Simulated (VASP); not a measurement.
# InSe: single point with PBE+D3(BJ)

Slab: InSe, a slab with vacuum.

```
Se In
1.0
     4.02661    0.00000    0.00000
    -2.01331    3.48715    0.00000
     0.00000    0.00000   28.27071
Se In
4 4
Direct
  0.00000 0.00000 0.15918
  0.00000 0.00000 0.34951
  0.00000 0.50000 0.45913
  0.00000 0.50000 0.64947
  0.66667 0.33333 0.20498
  0.66667 0.33333 0.30382
  0.33333 0.16667 0.50483
  0.33333 0.16667 0.60367
```

```
Program             : VASP 6.6.1
Task                : single point
Functional          : PBE
Dispersion          : D3(BJ)
Potentials or basis : VASP PAW PBE potentials, release 64 (Se, In_d)
Cutoff              : 400 eV
k mesh              : 9 × 9 × 1
Occupations         : gaussian, width 0.05 eV
Spin                : no spin polarisation
```

The largest force is 0.022 eV/Å and the band gap on the k mesh is 1.07 eV, indirect (least direct gap 1.13 eV). The dispersion energy per atom is -0.257 eV.

Forces on the atoms (eV/Å):
```
Se  -0.001  0.000 -0.015
Se  -0.014 -0.008  0.015
Se   0.014  0.008 -0.015
Se   0.001  0.000  0.015
In  -0.002 -0.001  0.013
In   0.013  0.007 -0.014
In  -0.013 -0.007  0.014
In   0.002  0.001 -0.013
```

Levels at points of the mesh, in eV from the valence-band top:
```
           k point  band 35  band 36  band 37  band 38  band 39  band 40  band 41  band 42
(0.00, 0.00, 0.00)    -0.75    -0.72    -0.65    -0.06     1.07     1.72     2.47     2.55
```

It took 9.3 min on 1 thread of Intel(R) Xeon(R) Platinum 8488C (Sapphire Rapids) (shared host), peak memory 0.51 GiB.

Caveat: spin-orbit coupling is left out, which moves the levels of the heavy elements.
